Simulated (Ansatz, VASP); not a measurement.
ZnS: VASP beside Ansatz

```xyz
2
Lattice="0.0000 2.7020 2.7020 2.7020 0.0000 2.7020 2.7020 2.7020 0.0000" Properties=species:S:1:pos:R:3 pbc="T T T"
Zn    1.3510    1.3510    1.3510
S     0.0000    0.0000    0.0000
```

Alike in both runs: task single point; functional RPBE; k mesh 5 × 5 × 5; no spin polarisation.

|  | VASP | Ansatz |
| --- | --- | --- |
| version | VASP 6.6.1 | Ansatz 0.2.0 |
| potentials or method | VASP PAW PBE potentials, release 64 (Zn, S), cutoff 500 eV | plane waves, PAW |
| occupations | gaussian, width 0.01 eV | fixed |
| valence electrons in the cell | 18 | 18 |

```csv
,VASP,Ansatz,Ansatz less VASP
gap on the k mesh at the Fermi level (eV),2.28,2.28,0.000
```

VASP's potentials were made for PBE, not for RPBE.
